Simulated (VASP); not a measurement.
Wanted: the native input for a VASP 6.6.1 run.

```
Task                   : single point
Functional             : PBEsol
Potentials or basis    : VASP PAW PBE potentials, release 64 (Li_sv)
Cutoff                 : 520 eV
k mesh                 : 18 × 18 × 10
Occupations            : fermi-dirac, width 0.08 eV
Spin                   : no spin polarisation
Dipole correction      : no
Further INCAR settings : ALGO = Normal; EDIFF = 1e-07; NBANDS = 10
```

The structure of Li lies in POSCAR:

```
Li
1.0
    2.4322826188      0.0000000000      0.0000000000
   -1.2161413094      2.1064185371      0.0000000000
    0.0000000000      0.0000000000      4.0351059661
Li
2
Direct
    0.3333333333      0.6666666667      0.2500000000
    0.6666666667      0.3333333333      0.7500000000
```

The input as run:

INCAR

```
PREC     = Accurate       # precision mode
ENCUT    = 520            # plane-wave cutoff, eV
EDIFF    = 1E-7           # SCF threshold, eV
ISMEAR   = -1             # smearing method
SIGMA    = 0.08           # smearing width, eV
LREAL    = False          # projectors in reciprocal space
LASPH    = True           # aspherical terms in the spheres
NELM     = 100            # most SCF steps
ALGO     = Normal         # electronic algorithm
ISIF     = 2              # what is computed and relaxed
LWAVE    = False          # write WAVECAR
LCHARG   = False          # write CHGCAR
GGA      = PS             # functional
NBANDS   = 10             # bands
```

KPOINTS

```
Automatic mesh
0
Gamma
  18 18 10
```

Potentials or basis: VASP PAW PBE potentials, release 64 (Li_sv).

Command:

```bash
$ cat potpaw_PBE.64/Li_sv/POTCAR > POTCAR
$ mpirun -np 1 vasp_std > vasp.out
```

Results of the run:

- Band gap on the k mesh: zero (band 3 reaches 6.27 eV, above the bottom of band 4 at 0.24 eV)

Run time: 14 s on 1 thread of Intel(R) Xeon(R) 6975P-C (Granite Rapids), with other jobs on the host, peak memory 0.14 GiB.
